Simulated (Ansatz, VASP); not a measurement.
**Two plane-wave programs on Ti**

```
Ti
1.0
    -0.43948    1.83369    1.83369
     1.83369   -0.43948    1.83369
     1.83369    1.83369   -0.43948
Ti
1
Cartesian
  0.0000 0.0000 0.0000
```

Alike in both runs: task single point; functional PBEsol; k mesh 28 × 28 × 28; occupations gaussian, width 0.15 eV; no spin polarisation.

|  | VASP | Ansatz |
| --- | --- | --- |
| version | VASP 6.6.1 | Ansatz 0.2.0 |
| potentials or method | VASP PAW PBE potentials, release 64 (Ti_sv), cutoff 520 eV | scalar-relativistic, plane waves, PAW |
| valence electrons in the cell | 12 | 12 |

```csv
,VASP,Ansatz,Ansatz less VASP
gap on the k mesh at the Fermi level (eV),none,none,-
pressure (GPa),1.0,1.2,+0.23
"traceless stress, the component that is largest in VASP (GPa)",7.90,7.94,+0.038
```

VASP's potentials were made for PBE, not for PBEsol. A gap of «none» marks a metal or a gap that the smearing closes. With one functional, cell and mesh, what is left measures potentials, basis and numerics.
